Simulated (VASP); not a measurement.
Crystal: Pb.

```
Pb
1.0
     3.39916    0.00000    0.00000
     0.00000    3.39916    0.00000
     0.00000    0.00000    2.98452
Pb
1
Direct
  0.00000 0.00000 0.50000
```

* Program: VASP 6.6.1
* Task: relaxation of cell and atoms
* Functional: PBE
* Potentials or basis: VASP PAW PBE potentials, release 64 (Pb_d)
* Cutoff: 600 eV
* k mesh: 6 × 6 × 6
* Occupations: gaussian, width 0.1 eV
* Spin: no spin polarisation

At the start: pressure 1.1 GPa; volume 34.48 Å³/atom.

**Question.** Where does the relaxation end?

**Answer.** Over 4 steps the energy falls by 93.1 meV/atom and the volume is 34.40 Å³/atom (-0.3 %); space group Pm-3m (No. 221, to 0.05 Å).

The path:
```
step  energy change (eV)  largest force (eV/Å)  pressure (GPa)  volume (Å³)
   1              0.0000                0.0000            1.06        34.48
   2             -0.0892                0.0000           -0.99        35.46
   3             -0.0892                0.0000           -0.98        35.47
   4             -0.0931                0.0000           -0.07        34.40
```

Final structure:
```
Pb
1.0
     3.25321    0.00000    0.00000
     0.00000    3.25321    0.00000
     0.00000    0.00000    3.24998
Pb
1
Direct
  0.00000 0.00000 0.50000
```
